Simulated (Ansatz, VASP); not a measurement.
## Ge in VASP and in Ansatz

```
Ge
1.0
     0.00000    2.87634    2.67945
     2.87634    0.00000    2.67945
     2.87634    2.87634    0.00000
Ge
2
Direct
  0.50000 0.50000 0.50000
  0.75000 0.75000 0.75000
```

Change from the starting cell: mode 4 frozen in at +0.000 Å, strain +e along z and -e/2 along x and y -0.0467.

Alike in both runs: task single point; functional LDA; k mesh 14 × 14 × 14; occupations gaussian, width 0.15 eV; no spin polarisation.

```csv
,VASP,Ansatz
version,VASP 6.6.1,Ansatz 0.2.0
potentials or method,"VASP PAW LDA potentials, release 64 (Ge_d), cutoff 520 eV","scalar-relativistic, plane waves, PAW"
valence electrons in the cell,28,28
```

|  | VASP | Ansatz | Ansatz less VASP |
| --- | --- | --- | --- |
| gap on the k mesh at the Fermi level (eV) | none | none | - |
| pressure (GPa) | 0.4 | 0.1 | -0.25 |
| traceless stress, the component that is largest in VASP (GPa) | 2.99 | 2.99 | +0.003 |

Ansatz warns that its potentials were made for another functional, while VASP's fit it. LDA's correlation is that of Perdew and Zunger in VASP and of Perdew and Wang (1992) in Ansatz. A gap of «none» marks a metal or a gap that the smearing closes.
